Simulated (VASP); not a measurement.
# AlN: single point with PBE

AlN:

```
Al N
1.0
     2.95545    0.00000    0.00000
    -1.47773    2.55950    0.00000
     0.00000    0.00000    4.72910
Al N
2 2
Cartesian
  0.0000 1.7063 0.0000
  1.4777 0.8532 2.3645
  0.0000 1.7063 1.8207
  1.4777 0.8532 4.1853
```

This cell differs from its parent crystal: strain -0.050 along x and y, -0.050 along z.

```yaml
Program: VASP 6.6.1
Task: single point
Functional: PBE
Potentials_or_basis: VASP PAW PBE potentials, release 64 (Al, N)
Cutoff: 520 eV
k_mesh: 9 × 9 × 6
Occupations: gaussian, width 0.05 eV
Spin: no spin polarisation
Dipole_correction: no
Further_INCAR_settings: ALGO = Normal; EDIFF = 1e-06; NBANDS = 16
```

```
Pressure               : 47.1 GPa
Largest force          : 0.188 eV/Å
Band gap on the k mesh : 5.08 eV, indirect (least direct gap 5.59 eV)
```

Forces on the atoms (eV/Å):
```
Al   0.000  0.000  0.188
Al   0.000  0.000  0.188
N    0.000  0.000 -0.188
N    0.000  0.000 -0.188
```

Stress tensor (GPa, compression positive):
```
49.46  0.00  0.00
 0.00 49.46  0.00
 0.00  0.00 42.29
```

Levels at points of the mesh, in eV from the valence-band top:
| k point | band 5 | band 6 | band 7 | band 8 | band 9 | band 10 | band 11 | band 12 |
| --- | --- | --- | --- | --- | --- | --- | --- | --- |
| (0.00, 0.00, 0.00) | -1.02 | -0.34 | -0.34 | 0.00 | 5.59 | 8.03 | 11.92 | 12.22 |
| (0.00, 0.00, 0.50) | -0.69 | -0.69 | -0.69 | -0.69 | 7.84 | 7.84 | 11.61 | 11.61 |

Run time: 15 s on 1 thread of AMD EPYC 9R45 96-Core Processor (Zen 5), on a shared host, peak memory 0.13 GiB.

Caveat: the cell differs from its parent crystal (strain -0.050 along x and y, -0.050 along z). A k mesh can miss the band edges.
